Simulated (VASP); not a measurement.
# Al3GaN4 (Pm) in VASP: a series of runs

The runs below take Al3GaN4 through single point, with PBEsol.

Everything below comes from runs of VASP 6.6.1. Logs are shortened: lines on timing, memory, paths and dates and some standing lists are left out, and cuts for length are marked.

### Step 1. The cell of the first run

Symmetry: Pm, No. 6, monoclinic system. The conventional cell has a = 5.043 Å, b = 3.130 Å, c = 5.418 Å, α = 90.00°, β = 90.03°, γ = 90.00°. Al (site symmetry m) has 4 N at 1.84 to 1.92 Å within 2.4 Å. Within 2.4 Å of Al (site symmetry m) lie 4 N at 1.84 to 1.89 Å. Al (site symmetry m) has 4 N at 1.90 to 1.96 Å within 2.5 Å. Within 2.5 Å of Ga (site symmetry m) lie 4 N at 1.86 to 2.05 Å. Within 2.5 Å of N (site symmetry m) lie 3 Al at 1.89 to 1.90 Å and 1 Ga at 1.98 Å. Within 2.5 Å of N (site symmetry m) lie 4 Al at 1.88 to 1.92 Å. N (site symmetry m) has 2 Al at 1.84 Å and 2 Ga at 1.86 Å within 2.4 Å. N (site symmetry m) has 3 Al at 1.92 to 1.96 Å and 1 Ga at 2.05 Å within 2.5 Å.

### Step 2. Single point, PBEsol (mode 10 (414.8 1/cm) frozen in, largest displacement -0.120 Å)

INCAR reads:

```
SYSTEM = Al3GaN4
PREC     = Accurate       ! precision mode
ENCUT    = 520            ! plane-wave cutoff, eV
EDIFF    = 1E-7           ! SCF threshold, eV
ISMEAR   = 0              ! smearing method
SIGMA    = 0.05           ! smearing width, eV
LREAL    = .FALSE.        ! projectors in reciprocal space
LASPH    = .TRUE.         ! aspherical terms in the spheres
NELM     = 100            ! most SCF steps
ALGO     = Normal         ! electronic algorithm
ISIF     = 2              ! what is computed and relaxed
LWAVE    = .FALSE.        ! write WAVECAR
LCHARG   = .TRUE.         ! write CHGCAR
GGA      = PS             ! functional
LELF     = .TRUE.         ! ELF
LVHAR    = .TRUE.       
NBANDS   = 31             ! bands
```

KPOINTS reads:

```
Automatic mesh
0
G
  6 8 4
  0 0 0
```

POSCAR reads:

```
Al3GaN4
1.0
    5.0434079713      0.0000000000      0.0001149907
    0.0000000000      3.1300738974      0.0000000000
   -0.0032362569      0.0000000000      5.4179919474
Al Ga N
3 1 4
Direct
    0.4993651942      0.5000000000      0.1451953166
   -0.0110501404      0.5000000000      0.8353659407
    0.0088068007      0.0000000000      0.3356938913
    0.5026614347      0.0000000000      0.6774813300
    0.1095088480      0.0000000000      0.6745368320
    0.1211564207      0.5000000000      0.1608310986
    0.6245578446      0.5000000000      0.8259919260
    0.6204456606      0.0000000000      0.3163115766
```

Potentials or basis: VASP PAW PBE potentials, release 64 (Al, Ga_d, N).

On the command line:

```console
> cat potpaw_PBE.64/Al/POTCAR potpaw_PBE.64/Ga_d/POTCAR potpaw_PBE.64/N/POTCAR > POTCAR
> mpirun -np 1 vasp_std > vasp.out
```

OUTCAR:

```text
SYSTEM = Al3GaN4
   PREC = Accurate
   ENCUT = 520
   EDIFF = 1E-7
   ISMEAR = 0
   LREAL = .FALSE.
   LASPH = .TRUE.
   NELM = 100
   ISIF = 2
   GGA = PS

 ion  position               nearest neighbor table
   1  0.499  0.500  0.145-   7 1.84   6 1.91   8 1.92   8 1.92   4 2.98   4 2.98   2 2.99   2 3.07
                             3 3.10   3 3.10   3 3.18   3 3.18
   2  0.989  0.500  0.835-   7 1.84   6 1.88   5 1.89   5 1.89   1 2.99   4 3.03   4 3.03   1 3.07
                             3 3.13   3 3.13   3 3.13   3 3.13
   3  0.009  0.000  0.336-   5 1.90   6 1.92   6 1.92   8 1.96   4 3.10   1 3.10   1 3.10   2 3.13
                             2 3.13   2 3.13   2 3.13   1 3.18   1 3.18
   4  0.503  0.000  0.677-   7 1.86   7 1.86   5 1.98   8 2.05   1 2.98   1 2.98   2 3.03   2 3.03
                             3 3.10
   5  0.110  0.000  0.675-   2 1.89   2 1.89   3 1.90   4 1.98
   6  0.121  0.500  0.161-   2 1.88   1 1.91   3 1.92   3 1.92
   7  0.625  0.500  0.826-   2 1.84   1 1.84   4 1.86   4 1.86
   8  0.620  0.000  0.316-   1 1.92   1 1.92   3 1.96   4 2.05

  LATTYP: Found a simple monoclinic cell.
 ALAT       =     5.0434079726
 B/A-ratio  =     0.6206267497
 C/A-ratio  =     1.0742721873
 COS(beta)  =    -0.0005745164

  Lattice vectors:

 A1 = (   5.0434079713,   0.0000000000,   0.0001149907)
 A2 = (   0.0000000000,   3.1300738974,   0.0000000000)
 A3 = (  -0.0032362569,   0.0000000000,   5.4179919474)

Analysis of symmetry for initial positions (statically):
=====================================================================
 Subroutine PRICEL returns:
 Original cell was already a primitive cell.

 Routine SETGRP: Setting up the symmetry group for a
 simple monoclinic supercell.

 Subroutine GETGRP returns: Found  2 space group operations
 (whereof  2 operations were pure point group operations)
 out of a pool of  4 trial point group operations.

The static configuration has the point symmetry C_1h.

Analysis of symmetry for dynamics (positions and initial velocities):
=====================================================================
 Subroutine PRICEL returns:
 Original cell was already a primitive cell.

 Routine SETGRP: Setting up the symmetry group for a
 simple monoclinic supercell.

 Subroutine GETGRP returns: Found  2 space group operations
 (whereof  2 operations were pure point group operations)
 out of a pool of  4 trial point group operations.

The dynamic configuration has the point symmetry C_1h.

 Subroutine INISYM returns: Found  2 space group operations
 (whereof  2 operations are pure point group operations),
 and found     1 'primitive' translations

----------------------------------------------------------------------------------------

                                     Primitive cell

  volume of cell :      85.5297

  direct lattice vectors                    reciprocal lattice vectors
     5.043407971  0.000000000  0.000114991     0.198278623  0.000000000  0.000118435
     0.000000000  3.130073897  0.000000000     0.000000000  0.319481275  0.000000000
    -0.003236257  0.000000000  5.417991947    -0.000004208  0.000000000  0.184570224

  length of vectors
     5.043407973  3.130073897  5.417992914     0.198278658  0.319481275  0.184570224

  position of ions in fractional coordinates (direct lattice)
     0.499365194  0.500000000  0.145195317
     0.988949860  0.500000000  0.835365941
     0.008806801  0.000000000  0.335693891
     0.502661435  0.000000000  0.677481330
     0.109508848  0.000000000  0.674536832
     0.121156421  0.500000000  0.160831099
     0.624557845  0.500000000  0.825991926
     0.620445661  0.000000000  0.316311577

  ion indices of the primitive-cell ions
   primitive index   ion index
                 1           1
                 2           2
                 3           3
                 4           4
                 5           5
                 6           6
                 7           7
                 8           8

----------------------------------------------------------------------------------------

 KPOINTS: Automatic mesh

Automatic generation of k-mesh.
 Grid dimensions read from file:
 generate k-points for:    6    8    4

 Generating k-lattice:

  Cartesian coordinates                     Fractional coordinates (reciprocal lattice)
     0.033046437  0.000000000  0.000019739     0.166666667  0.000000000  0.000000000
     0.000000000  0.039935159  0.000000000     0.000000000  0.125000000  0.000000000
    -0.000001052  0.000000000  0.046142556     0.000000000  0.000000000  0.250000000

  Length of vectors
     0.033046443  0.039935159  0.046142556

  Shift w.r.t. Gamma in fractional coordinates (k-lattice)
     0.000000000  0.000000000  0.000000000

 Subroutine IBZKPT returns following result:
 ===========================================

 Found     70 irreducible k-points:

 Following reciprocal coordinates:
            Coordinates               Weight
  0.000000  0.000000  0.000000      1.000000
  0.166667  0.000000  0.000000      2.000000
  0.333333  0.000000 -0.000000      2.000000
  0.500000  0.000000  0.000000      1.000000
  0.000000  0.125000  0.000000      2.000000
  0.166667  0.125000  0.000000      4.000000
[... 16 lines left out ...]
  0.333333  0.000000  0.250000      2.000000
  0.500000  0.000000  0.250000      2.000000
 [... further k-points ...]
   k-points           NKPTS =     70   k-points in BZ     NKDIM =     70   number of bands    NBANDS=     31
   number of dos      NEDOS =    301   number of ions     NIONS =      8
   total plane-waves  NPLWV =  38400
   dimension x,y,z NGX =    40 NGY =   24 NGZ =   40
   dimension x,y,z NGXF=    80 NGYF=   48 NGZF=   80
   ions per type =               3   1   4
   NGX,Y,Z   is equivalent  to a cutoff of  13.19, 12.75, 12.27 a.u.
   NGXF,Y,Z  is equivalent  to a cutoff of  26.37, 25.49, 24.55 a.u.
 SYSTEM =  Al3GaN4
   PREC   = accura    normal or accurate (medium, high low for compatibility)
   ISTART =      0    job   : 0-new  1-cont  2-samecut
   ICHARG =      2    charge: 1-file 2-atom 10-const
   ISPIN  =      1    spin polarized calculation?
   LNONCOLLINEAR =      F non collinear calculations
   LSORBIT =      F    spin-orbit coupling
   LASPH  =      T    aspherical Exc in radial PAW
   ENCUT  =  520.0 eV  38.22 Ry    6.18 a.u.   9.38  5.82 10.07*2*pi/ulx,y,z
   NELM   =    100;   NELMIN=  2; NELMDL= -5     # of ELM steps
   EDIFF  = 0.1E-06   stopping-criterion for ELM
   LREAL  =      F    real-space projection
   EDIFFG = 0.1E-05   stopping-criterion for IOM
   NSW    =      0    number of steps for IOM
   IBRION =     -1    ionic relax: 0-MD 1-quasi-New 2-CG
   NFREE  =      0    steps in history (QN), initial steepest desc. (CG)
   ISIF   =      2    stress and relaxation
   ISYM   =      2    0-nonsym 1-usesym 2-fastsym
   POTIM  = 0.5000    time-step for ionic-motion
   TEBEG  =    0.0;   TEEND  =   0.0 temperature during run
   PSTRESS=    0.0 pullay stress
   NELECT =      42.0000    total number of electrons
   NUPDOWN=      -1.0000    fix difference up-down
   EMIN   =  10.00;   EMAX   =-10.00  energy-range for DOS
   EFERMI =   0.00;   METHOD = LEGACY
   ISMEAR =     0;   SIGMA  =   0.05  broadening in eV -4-tet -1-fermi 0-gaus
   EFERMI_NEDOS =   21; number of points for ismear=-14 and -15
   IALGO  =     38    algorithm
   IMIX   =      4    mixing-type and parameters
     AMIX     =   0.40;   BMIX     =  1.00
     AMIX_MAG =   1.60;   BMIX_MAG =  1.00
  volume/ion in A,a.u.               =      10.69        72.15
  Fermi-wavevector in a.u.,A,eV,Ry     =   1.291573  2.440719 22.696701  1.668160
  Thomas-Fermi vector in A             =   2.423334
   LORBIT       =      0    0 simple, 1 ext, 2 COOP (PROOUT), +10 PAW based schemes
   GGA     = PS    functional components
   LHFCALC =     F    Hartree Fock is set to
   AEXX    =    0.0000 exact exchange contribution
   IVDW    =     0    specifies the selected vdW correction
   LEPSILON=     F    determine dielectric tensor
   LRPA    =     F    only Hartree local field effects (RPA)
 non-spin polarized calculation
 Gauss-broadening in eV      SIGMA  =   0.05
  energy-cutoff  :      520.00
  volume of cell :       85.53
 maximum number of plane-waves:      2328
 NGX is ok and might be reduce to    40
   NGX = 19   NGY = 11   NGZ = 21

 number of electron      41.9999995 magnetization

 Free energy of the ion-electron system (eV)
  ---------------------------------------------------
  ext. energy  EPLUGINS =         0.00000000
  ---------------------------------------------------
  free energy    TOTEN  =       -59.75721070 eV

  energy without entropy =      -59.75721070  energy(sigma->0) =      -59.75721070

 E-fermi :   6.0395     XC(G=0): -11.3196

 val. band max:        5.8306091524   @ k =   0.0000   0.0000   0.0000
 cond. band min:       9.1567833006   @ k =   0.0000   0.0000   0.0000
 fundamental gap:      3.3261741481
 Fermi energy:         6.0395016280

 k-point     1 :       0.0000    0.0000    0.0000
  band No.  band energies     occupation
      1      -9.8513      2.00000
      2      -8.5010      2.00000
      3      -7.9685      2.00000
      4      -7.3029      2.00000
      5      -7.1440      2.00000
      6      -7.0552      2.00000
[... 23 lines left out ...]
     30      16.6478      0.00000
     31      16.6784      0.00000

 k-point     2 :       0.1667    0.0000    0.0000
  band No.  band energies     occupation
      1      -9.7783      2.00000
      2      -8.5111      2.00000
      3      -7.9391      2.00000
      4      -7.3031      2.00000
      5      -7.1480      2.00000
      6      -7.1189      2.00000
[... 23 lines left out ...]
     30      16.6158      0.00000
     31      16.8391      0.00000

 k-point     3 :       0.3333    0.0000   -0.0000
  band No.  band energies     occupation
      1      -9.6043      2.00000
      2      -8.5458      2.00000
      3      -7.8838      2.00000
      4      -7.3036      2.00000
      5      -7.3017      2.00000
      6      -7.1497      2.00000
[... 23 lines left out ...]
     30      16.5018      0.00000
     31      16.6008      0.00000

 k-point     4 :       0.5000    0.0000    0.0000
  band No.  band energies     occupation
      1      -9.4950      2.00000
      2      -8.5782      2.00000
      3      -7.8648      2.00000
      4      -7.4064      2.00000
      5      -7.3038      2.00000
      6      -7.1524      2.00000
[... 23 lines left out ...]
     30      16.5538      0.00000
     31      16.8226      0.00000

 k-point     5 :       0.0000    0.1250    0.0000
  band No.  band energies     occupation
      1      -9.7304      2.00000
      2      -8.4487      2.00000
      3      -7.9189      2.00000
      4      -7.3110      2.00000
      5      -7.1336      2.00000
      6      -7.0544      2.00000
[... 23 lines left out ...]
     30      16.2552      0.00000
     31      17.0143      0.00000
[... 542 lines left out ...]
     30      16.6709      0.00000
     31      17.1634      0.00000

 k-point    22 :       0.1667    0.0000    0.2500
  band No.  band energies     occupation
      1      -9.6805      2.00000
      2      -8.4520      2.00000
      3      -8.0281      2.00000
      4      -7.3033      2.00000
      5      -7.2561      2.00000
      6      -7.1366      2.00000
[... 23 lines left out ...]
     30      16.6758      0.00000
     31      16.9165      0.00000

 k-point    23 :       0.3333    0.0000    0.2500
  band No.  band energies     occupation
      1      -9.5340      2.00000
      2      -8.4271      2.00000
      3      -7.9505      2.00000
      4      -7.3561      2.00000
      5      -7.3038      2.00000
      6      -7.1265      2.00000
[... 23 lines left out ...]
     30      16.3781      0.00000
     31      16.9760      0.00000

 k-point    24 :       0.5000    0.0000    0.2500
  band No.  band energies     occupation
      1      -9.4476      2.00000
      2      -8.4380      2.00000
      3      -7.8227      2.00000
      4      -7.5049      2.00000
      5      -7.3041      2.00000
      6      -7.1355      2.00000
[... 23 lines left out ...]
     30      16.3424      0.00000
     31      16.9818      0.00000

 [... further k-points ...]
[... 5 lines left out ...]
  --------------------------------------------------------------------------------------
  -------------------------------------------------------------------------------------
  Total        0.1919669      1.5797354     -0.3604584      0.0000000      0.0000000      0.2967307
  in kB        3.5960011     29.5922431     -6.7522522      0.0000000      0.0000000      5.5584786
  external PRESSURE =       8.8119973 kB  Pullay stress =       0.0000000 kB

 VOLUME and BASIS-vectors are now :
 -----------------------------------------------------------------------------
  energy-cutoff  :      520.00
  volume of cell :       85.53
      direct lattice vectors                 reciprocal lattice vectors
     5.043407971  0.000000000  0.000114991     0.198278623  0.000000000  0.000118435
     0.000000000  3.130073897  0.000000000     0.000000000  0.319481275  0.000000000
    -0.003236257  0.000000000  5.417991947    -0.000004208  0.000000000  0.184570224

 POSITION                                       TOTAL-FORCE (eV/Angst)
 -----------------------------------------------------------------------------------
      2.51803      1.56504      0.78672        -0.033460      0.000000      2.139440
      4.98497      1.56504      4.52612         1.188935      0.000000     -0.008666
      0.04333      0.00000      1.81879        -0.554534      0.000000     -0.434166
      2.53293      0.00000      3.67065        -0.901002      0.000000     -2.472878
      0.55011      0.00000      3.65465         0.061222      0.000000     -0.390566
      0.61052      1.56504      0.87140         0.061931      0.000000      0.319798
      3.14723      1.56504      4.47529         0.022064      0.000000      0.598995
      3.12814      0.00000      1.71384         0.154843      0.000000      0.248042
 -----------------------------------------------------------------------------------
    total drift:                               -0.000914     -0.000000     -0.000624

  FREE ENERGIE OF THE ION-ELECTRON SYSTEM (eV)
  ---------------------------------------------------
  free  energy   TOTEN  =       -59.7572107046 eV

  energy  without entropy=      -59.7572107046  energy(sigma->0) =      -59.75721070
```

Wall time 2.5 min (1 thread of Intel Xeon 6975P-C, shared host); peak memory 0.3 GiB.

Results:

```yaml
Free_energy: -59.7572 eV
Pressure: 0.9 GPa
Largest_force: 2.632 eV/Å
Band_gap_on_the_k_mesh: 3.33 eV, direct
```

Forces in eV/Å, atoms in the order of the input:
```
Al  -0.033  0.000  2.139
Al   1.189  0.000 -0.009
Al  -0.555  0.000 -0.434
Ga  -0.901  0.000 -2.473
N    0.061  0.000 -0.391
N    0.062  0.000  0.320
N    0.022  0.000  0.599
N    0.155  0.000  0.248
```

Caveat: the cell differs from its parent crystal (mode 10 (414.8 1/cm) frozen in, largest displacement -0.120 Å); the PAW data sets were made with another functional, which shifts forces and pressure a little. A k mesh can miss the band edges.

### Step 3. Single point, PBEsol (mode 10 (414.8 1/cm) frozen in, largest displacement +0.090 Å)

INCAR, as its differences from that of step 2:

```diff
@@ -3,3 +3,3 @@
 ENCUT    = 520            ! plane-wave cutoff, eV
-EDIFF    = 1E-7           ! SCF threshold, eV
+EDIFF    = 1E-6           ! SCF threshold, eV
 ISMEAR   = 0              ! smearing method
```

KPOINTS is that of step 2.

POSCAR reads:

```
Al3GaN4
1.0
    5.0434079713      0.0000000000      0.0001149907
    0.0000000000      3.1300738974      0.0000000000
   -0.0032362569      0.0000000000      5.4179919474
Al Ga N
3 1 4
Direct
    0.5008786784      0.5000000000      0.1839302537
    0.0098988366      0.5000000000      0.8343853326
   -0.0047009868      0.0000000000      0.3286916914
    0.4969919231      0.0000000000      0.6577405803
    0.1124201930      0.0000000000      0.6601735640
    0.1234277511      0.5000000000      0.1719029393
    0.6255477063      0.5000000000      0.8508426769
    0.6252451009      0.0000000000      0.3337787779
```

Potentials or basis: VASP PAW PBE potentials, release 64 (Al, Ga_d, N).

On the command line:

```console
> cat potpaw_PBE.64/Al/POTCAR potpaw_PBE.64/Ga_d/POTCAR potpaw_PBE.64/N/POTCAR > POTCAR
> mpirun -np 1 vasp_std > vasp.out
```

It took 1.9 min on 1 thread of Intel Xeon 6975P-C, shared host; peak memory 0.29 GiB.

It converged, with:

```
Free energy            : -59.8892 eV
Pressure               : 0.3 GPa
Largest force          : 2.167 eV/Å
Band gap on the k mesh : 3.16 eV, direct
```

Forces on the atoms (eV/Å):
```
Al  -0.106  0.000 -1.494
Al  -0.691  0.000  0.062
Al   0.562  0.000  0.233
Ga   0.405  0.000  2.129
N   -0.054  0.000  0.302
N   -0.042  0.000 -0.224
N   -0.007  0.000 -0.519
N   -0.067  0.000 -0.490
```

Stress tensor (GPa, compression positive):
```
 0.51  0.00 -1.12
 0.00 -0.85  0.00
-1.12  0.00  1.10
```

Levels at points of the mesh, in eV from the valence-band top:
```tsv
k point	band 18	band 19	band 20	band 21	band 22	band 23	band 24	band 25
(0.00, 0.00, 0.00)	-1.10	-0.38	-0.32	0.00	3.16	5.14	5.54	5.72
(0.50, 0.00, 0.00)	-1.03	-1.01	-0.61	-0.21	4.43	4.73	5.38	5.68
(0.00, 0.50, 0.00)	-2.23	-2.13	-1.97	-1.56	4.97	5.31	7.15	7.47
(0.50, 0.50, 0.00)	-1.82	-1.57	-1.23	-1.14	5.79	5.81	6.06	6.25
(0.00, 0.00, 0.50)	-1.15	-1.13	-0.58	-0.12	5.14	5.37	6.61	6.95
(0.50, 0.00, 0.50)	-1.63	-1.60	-1.45	-0.50	5.44	5.73	5.87	6.12
(0.00, 0.50, 0.50)	-2.33	-1.98	-1.00	-0.99	4.80	4.95	5.31	5.68
(0.50, 0.50, 0.50)	-1.83	-1.68	-1.51	-1.48	4.33	4.39	4.80	5.16
```

Caveat: the cell differs from its parent crystal (mode 10 (414.8 1/cm) frozen in, largest displacement +0.090 Å); the PAW data sets were made with another functional, which shifts forces and pressure a little.

(Part 1 of 2 ends here.)
